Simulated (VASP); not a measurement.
# WC (Fm-3m) in VASP: further runs

WC is run at these levels: PBE; tasks: single point.

All numbers are computed with VASP 6.6.1; they aren't measurements. Logs are shortened: lines on timing, memory, paths and dates and some standing lists are left out, and cuts for length are marked.

## Step 1: The cell of the first run

The structure is cubic, space group Fm-3m (No. 225). The conventional cell has a = 4.385 Å, b = 4.385 Å, c = 4.385 Å, α = 90.00°, β = 90.00°, γ = 90.00°. W (site symmetry m-3m) has 6 C at 2.19 Å within 2.9 Å. Within 2.9 Å of C (site symmetry m-3m) lie 6 W at 2.19 Å.

## Step 2: Single point, PBE

Contents of INCAR:

```
SYSTEM = WC
ALGO = Normal
EDIFF = 1E-6
ENCUT = 520
GGA = PE
ISIF = 2
ISMEAR = 0
LASPH = .True.
LCHARG = .True.
LELF = .True.
LREAL = .False.
LVHAR = .True.
LWAVE = .False.
NBANDS = 16
NELM = 80
PREC = Accurate
SIGMA = 0.022
```

Contents of KPOINTS:

```
k-points
0
Gamma
  10 10 10
  0 0 0
```

Contents of POSCAR:

```
WC
1.0
    0.0000000000      2.1926840000      2.1926840000
    2.1926840000      0.0000000000      2.1926840000
    2.1926840000      2.1926840000      0.0000000000
W C
1 1
Direct
    0.0000000000      0.0000000000      0.0000000000
    0.5000000000      0.5000000000      0.5000000000
```

Potentials or basis: VASP PAW PBE potentials, release 64 (W_sv, C).

On the command line:

```sh
> cat potpaw_PBE.64/W_sv/POTCAR potpaw_PBE.64/C/POTCAR > POTCAR
> mpirun -np 1 vasp_std > vasp.out
```

OUTCAR:

```text
SYSTEM = WC
   EDIFF = 1E-6
   ENCUT = 520
   GGA = PE
   ISIF = 2
   ISMEAR = 0
   LASPH = .True.
   LREAL = .False.
   NELM = 80
   PREC = Accurate

 ion  position               nearest neighbor table
   1  0.000  0.000  0.000-   2 2.19   2 2.19   2 2.19   2 2.19   2 2.19   2 2.19
   2  0.500  0.500  0.500-   1 2.19   1 2.19   1 2.19   1 2.19   1 2.19   1 2.19

  LATTYP: Found a face centered cubic cell.
 ALAT       =     4.3853680000

  Lattice vectors:

 A1 = (   0.0000000000,   2.1926840000,   2.1926840000)
 A2 = (   2.1926840000,   0.0000000000,   2.1926840000)
 A3 = (   2.1926840000,   2.1926840000,   0.0000000000)

Analysis of symmetry for initial positions (statically):
=====================================================================
 Subroutine PRICEL returns:
 Original cell was already a primitive cell.

 Routine SETGRP: Setting up the symmetry group for a
 face centered cubic supercell.

 Subroutine GETGRP returns: Found 48 space group operations
 (whereof 48 operations were pure point group operations)
 out of a pool of 48 trial point group operations.

The static configuration has the point symmetry O_h .

Analysis of symmetry for dynamics (positions and initial velocities):
=====================================================================
 Subroutine PRICEL returns:
 Original cell was already a primitive cell.

 Routine SETGRP: Setting up the symmetry group for a
 face centered cubic supercell.

 Subroutine GETGRP returns: Found 48 space group operations
 (whereof 48 operations were pure point group operations)
 out of a pool of 48 trial point group operations.

The dynamic configuration has the point symmetry O_h .

 Subroutine INISYM returns: Found 48 space group operations
 (whereof 48 operations are pure point group operations),
 and found     1 'primitive' translations

----------------------------------------------------------------------------------------

                                     Primitive cell

  volume of cell :      21.0842

  direct lattice vectors                    reciprocal lattice vectors
     0.000000000  2.192684000  2.192684000    -0.228031034  0.228031034  0.228031034
     2.192684000  0.000000000  2.192684000     0.228031034 -0.228031034  0.228031034
     2.192684000  2.192684000  0.000000000     0.228031034  0.228031034 -0.228031034

  length of vectors
     3.100923451  3.100923451  3.100923451     0.394961337  0.394961337  0.394961337

  position of ions in fractional coordinates (direct lattice)
     0.000000000  0.000000000  0.000000000
     0.500000000  0.500000000  0.500000000

  ion indices of the primitive-cell ions
   primitive index   ion index
                 1           1
                 2           2

----------------------------------------------------------------------------------------

 KPOINTS: k-points

Automatic generation of k-mesh.
 Grid dimensions read from file:
 generate k-points for:   10   10   10

 Generating k-lattice:

  Cartesian coordinates                     Fractional coordinates (reciprocal lattice)
    -0.022803103  0.022803103  0.022803103     0.100000000  0.000000000  0.000000000
     0.022803103 -0.022803103  0.022803103     0.000000000  0.100000000  0.000000000
     0.022803103  0.022803103 -0.022803103     0.000000000  0.000000000  0.100000000

  Length of vectors
     0.039496134  0.039496134  0.039496134

  Shift w.r.t. Gamma in fractional coordinates (k-lattice)
     0.000000000  0.000000000  0.000000000

 Subroutine IBZKPT returns following result:
 ===========================================

 Found     47 irreducible k-points:

 Following reciprocal coordinates:
            Coordinates               Weight
  0.000000  0.000000  0.000000      1.000000
  0.100000  0.000000  0.000000      8.000000
  0.200000  0.000000  0.000000      8.000000
  0.300000  0.000000  0.000000      8.000000
  0.400000  0.000000  0.000000      8.000000
  0.500000  0.000000  0.000000      4.000000
[... 16 lines left out ...]
  0.300000  0.300000  0.000000      6.000000
  0.400000  0.300000  0.000000     24.000000
 [... further k-points ...]
   k-points           NKPTS =     47   k-points in BZ     NKDIM =     47   number of bands    NBANDS=     16
   number of dos      NEDOS =    301   number of ions     NIONS =      2
   total plane-waves  NPLWV =  13824
   dimension x,y,z NGX =    24 NGY =   24 NGZ =   24
   dimension x,y,z NGXF=    48 NGYF=   48 NGZF=   48
   ions per type =               1   1
   NGX,Y,Z   is equivalent  to a cutoff of  12.87, 12.87, 12.87 a.u.
   NGXF,Y,Z  is equivalent  to a cutoff of  25.73, 25.73, 25.73 a.u.
 SYSTEM =  WC
   PREC   = accura    normal or accurate (medium, high low for compatibility)
   ISTART =      0    job   : 0-new  1-cont  2-samecut
   ICHARG =      2    charge: 1-file 2-atom 10-const
   ISPIN  =      1    spin polarized calculation?
   LNONCOLLINEAR =      F non collinear calculations
   LSORBIT =      F    spin-orbit coupling
   LASPH  =      T    aspherical Exc in radial PAW
   ENCUT  =  520.0 eV  38.22 Ry    6.18 a.u.   5.77  5.77  5.77*2*pi/ulx,y,z
   NELM   =     80;   NELMIN=  2; NELMDL= -5     # of ELM steps
   EDIFF  = 0.1E-05   stopping-criterion for ELM
   LREAL  =      F    real-space projection
   EDIFFG = 0.1E-04   stopping-criterion for IOM
   NSW    =      0    number of steps for IOM
   IBRION =     -1    ionic relax: 0-MD 1-quasi-New 2-CG
   NFREE  =      0    steps in history (QN), initial steepest desc. (CG)
   ISIF   =      2    stress and relaxation
   ISYM   =      2    0-nonsym 1-usesym 2-fastsym
   POTIM  = 0.5000    time-step for ionic-motion
   TEBEG  =    0.0;   TEEND  =   0.0 temperature during run
   PSTRESS=    0.0 pullay stress
   NELECT =      18.0000    total number of electrons
   NUPDOWN=      -1.0000    fix difference up-down
   EMIN   =  10.00;   EMAX   =-10.00  energy-range for DOS
   EFERMI =   0.00;   METHOD = LEGACY
   ISMEAR =     0;   SIGMA  =   0.02  broadening in eV -4-tet -1-fermi 0-gaus
   EFERMI_NEDOS =   21; number of points for ismear=-14 and -15
   IALGO  =     38    algorithm
   IMIX   =      4    mixing-type and parameters
     AMIX     =   0.40;   BMIX     =  1.00
     AMIX_MAG =   1.60;   BMIX_MAG =  1.00
  volume/ion in A,a.u.               =      10.54        71.14
  Fermi-wavevector in a.u.,A,eV,Ry     =   1.553029  2.934800 32.815887  2.411900
  Thomas-Fermi vector in A             =   2.657319
   LORBIT       =      0    0 simple, 1 ext, 2 COOP (PROOUT), +10 PAW based schemes
   GGA     = PE    functional components
   LHFCALC =     F    Hartree Fock is set to
   AEXX    =    0.0000 exact exchange contribution
   IVDW    =     0    specifies the selected vdW correction
   LEPSILON=     F    determine dielectric tensor
   LRPA    =     F    only Hartree local field effects (RPA)
 non-spin polarized calculation
 Gauss-broadening in eV      SIGMA  =   0.02
  energy-cutoff  :      520.00
  volume of cell :       21.08
 maximum number of plane-waves:       588
   NGX = 11   NGY = 11   NGZ = 11

 number of electron      18.0000001 magnetization

 Free energy of the ion-electron system (eV)
  ---------------------------------------------------
  ext. energy  EPLUGINS =         0.00000000
  ---------------------------------------------------
  free energy    TOTEN  =       -21.56819741 eV

  energy without entropy =      -21.56761030  energy(sigma->0) =      -21.56790386

 E-fermi :  12.4911     XC(G=0): -13.7146

 val. band max:       12.3568871919   @ k =   0.3000   0.2000   0.1000
 cond. band min:      12.4924061425   @ k =  -0.1000   0.1000   0.0000
 fundamental gap:      0.1355189506
 Fermi energy:        12.4910502656

 k-point     1 :       0.0000    0.0000    0.0000
  band No.  band energies     occupation
      1     -63.0348      2.00000
      2     -27.0287      2.00000
      3     -27.0287      2.00000
      4     -27.0287      2.00000
      5      -3.4028      2.00000
      6       9.6592      2.00000
[... 8 lines left out ...]
     15      22.0845      0.00000
     16      35.5827      0.00000

 k-point     2 :       0.1000    0.0000    0.0000
  band No.  band energies     occupation
      1     -63.0313      2.00000
      2     -27.0870      2.00000
      3     -27.0350      2.00000
      4     -27.0350      2.00000
      5      -3.1242      2.00000
      6       8.7441      2.00000
[... 8 lines left out ...]
     15      22.7287      0.00000
     16      33.0051      0.00000

 k-point     3 :       0.2000    0.0000    0.0000
  band No.  band energies     occupation
      1     -63.0221      2.00000
      2     -27.2369      2.00000
      3     -27.0513      2.00000
      4     -27.0513      2.00000
      5      -2.3365      2.00000
      6       7.0764      2.00000
[... 8 lines left out ...]
     15      24.1376      0.00000
     16      30.1251      0.00000

 k-point     4 :       0.3000    0.0000    0.0000
  band No.  band energies     occupation
      1     -63.0108      2.00000
      2     -27.4172      2.00000
      3     -27.0714      2.00000
      4     -27.0714      2.00000
      5      -1.1691      2.00000
      6       5.3254      2.00000
[... 8 lines left out ...]
     15      24.9201      0.00000
     16      27.8979      0.00000
[... 324 lines left out ...]
 k-point    22 :      -0.2000    0.2000    0.0000
  band No.  band energies     occupation
      1     -63.0068      2.00000
      2     -27.3852      2.00000
      3     -27.1870      2.00000
      4     -27.0657      2.00000
      5      -0.9247      2.00000
      6       5.0921      2.00000
[... 8 lines left out ...]
     15      25.1309      0.00000
     16      25.7524      0.00000

 k-point    23 :       0.3000    0.3000    0.0000
  band No.  band energies     occupation
      1     -63.0027      2.00000
      2     -27.3824      2.00000
      3     -27.1653      2.00000
      4     -27.1653      2.00000
      5      -1.2796      2.00000
      6       5.2174      2.00000
[... 8 lines left out ...]
     15      24.9450      0.00000
     16      27.8742      0.00000

 k-point    24 :       0.4000    0.3000    0.0000
  band No.  band energies     occupation
      1     -62.9954      2.00000
      2     -27.4581      2.00000
      3     -27.2052      2.00000
      4     -27.1875      2.00000
      5      -0.9613      2.00000
      6       5.3425      2.00000
[... 8 lines left out ...]
     15      24.1319      0.00000
     16      27.7972      0.00000

 [... further k-points ...]
[... 5 lines left out ...]
  --------------------------------------------------------------------------------------
  -------------------------------------------------------------------------------------
  Total       -0.0844528     -0.0844528     -0.0844528      0.0000000     -0.0000000      0.0000000
  in kB       -6.4175125     -6.4175125     -6.4175125      0.0000000     -0.0000000      0.0000000
  external PRESSURE =      -6.4175125 kB  Pullay stress =       0.0000000 kB

 VOLUME and BASIS-vectors are now :
 -----------------------------------------------------------------------------
  energy-cutoff  :      520.00
  volume of cell :       21.08
      direct lattice vectors                 reciprocal lattice vectors
     0.000000000  2.192684000  2.192684000    -0.228031034  0.228031034  0.228031034
     2.192684000  0.000000000  2.192684000     0.228031034 -0.228031034  0.228031034
     2.192684000  2.192684000  0.000000000     0.228031034  0.228031034 -0.228031034

 POSITION                                       TOTAL-FORCE (eV/Angst)
 -----------------------------------------------------------------------------------
      0.00000      0.00000      0.00000         0.000000     -0.000000      0.000000
      2.19268      2.19268      2.19268         0.000000      0.000000      0.000000
 -----------------------------------------------------------------------------------
    total drift:                                0.000000     -0.000000     -0.000000

  FREE ENERGIE OF THE ION-ELECTRON SYSTEM (eV)
  ---------------------------------------------------
  free  energy   TOTEN  =       -21.5681974147 eV

  energy  without entropy=      -21.5676102999  energy(sigma->0) =      -21.56790386
```

It took 7.6 s on 1 thread of Intel Xeon Platinum 8559C (Emerald Rapids), shared host; peak memory 0.14 GiB.

Results:

- Free energy: -21.5682 eV
- Pressure: -0.6 GPa
- Band gap on the k mesh: zero (band 9 reaches 13.45 eV, above the bottom of band 10 at 10.27 eV)

Caveat: spin-orbit coupling is left out, which moves the levels of the heavy elements.

(Continued in part 2 of 3.)
